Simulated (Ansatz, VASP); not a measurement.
**Two plane-wave programs on Ge**

The input INCAR:

```
SYSTEM = Ge
ALGO     = Normal         ! electronic algorithm
DIPOL    = 0.5 0.5 0.500
EDIFF    = 1E-6           ! SCF threshold, eV
ENCUT    = 520            ! plane-wave cutoff, eV
GGA      = PE             ! functional
IDIPOL   = 3            
ISIF     = 2              ! what is computed and relaxed
ISMEAR   = 0              ! smearing method
LASPH    = .TRUE.         ! aspherical terms in the spheres
LCHARG   = .FALSE.        ! write CHGCAR
LDIPOL   = .TRUE.       
LREAL    = .FALSE.        ! projectors in reciprocal space
LWAVE    = .FALSE.        ! write WAVECAR
NBANDS   = 21             ! bands
NELM     = 100            ! most SCF steps
PREC     = Accurate       ! precision mode
SIGMA    = 0.1            ! smearing width, eV
```

The input KPOINTS:

```
k-points
0
G
  12 12 1
  0 0 0
```

Contents of POSCAR:

```
Ge
1.0
    4.1160000000      0.0000000000      0.0000000000
   -2.0580000000      3.5645605620      0.0000000000
    0.0000000000      0.0000000000     28.0000000000
Ge
2
Direct
    0.3333333333      0.6666666667      0.5025892857
    0.6666666667      0.3333333333      0.4974107143
```

Input for Ansatz:

```yaml
crystal:
  lattice:
    - [4.116, 0.0, 0.0]
    - [-2.058, 3.564560562, 0.0]
    - [0.0, 0.0, 28.0]
  atoms:
    - { symbol: Ge, position: [0.3333333333, 0.6666666667, 0.5025892857] }
    - { symbol: Ge, position: [0.6666666667, 0.3333333333, 0.4974107143] }
  periodic: [true, true, false]
basis:
  ecutwfc: 420
kpoints:
  mp_grid: { grid: [12, 12, 1] }
hamiltonian:
  xc: pbe
  pseudopotentials: { kind: paw, azcp: { folder: soft_1 } }
scf:
  occupations: { method: gaussian, width: 0.1 }
output:
  forces: true
  stress: true
  eigenvalues: true
```

Alike in both runs: task single point; functional PBE; k mesh 12 × 12 × 1; occupations gaussian, width 0.1 eV; no spin polarisation.

```csv
,VASP,Ansatz
version,VASP 6.6.1,Ansatz 0.2.0
potentials or method,"VASP PAW PBE potentials, release 64 (Ge_d), cutoff 520 eV","scalar-relativistic, plane waves, PAW"
valence electrons in the cell,28,28
```

VASP gave:

| Property | Result |
| --- | --- |
| gap on the k mesh at the Fermi level (eV) | none |
| rms of the force components (eV/Å) | 0.200 |

Task: Estimate Ansatz's values.

Result: gap on the k mesh at the Fermi level (eV): none; rms of the force components (eV/Å): 0.203.

Atom by atom the forces differ by 0.003 eV/Å (rms over components). A gap of «none» marks a metal or a gap that the smearing closes.
